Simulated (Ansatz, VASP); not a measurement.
K in VASP and in Ansatz

```
K
1.0
     3.96915    0.00000    0.00000
     0.00000    3.96915    0.00000
     0.00000    0.00000    3.96915
K
1
Cartesian
  0.0000 0.0000 0.0000
```

Change from the starting cell: volume scaled by 0.9, PAW files.

Alike in both runs: task single point; functional LDA; k mesh 9 × 9 × 9; occupations fermi-dirac, width 0.05 eV; no spin polarisation.

|  | VASP | Ansatz |
| --- | --- | --- |
| version | VASP 6.6.1 | Ansatz 0.2.0 |
| potentials or method | VASP PAW LDA potentials, release 64 (K_sv) | PAW with Ansatz's default frozen-core files, scalar-relativistic |
| plane-wave cutoff (eV) | 500 | 420 |
| valence electrons in the cell | 9 | 9 |

```tsv
	VASP	Ansatz	Ansatz less VASP
pressure (GPa)	0.4	0.4	+0.01
```

LDA's correlation is that of Perdew and Zunger in VASP and of Perdew and Wang (1992) in Ansatz.
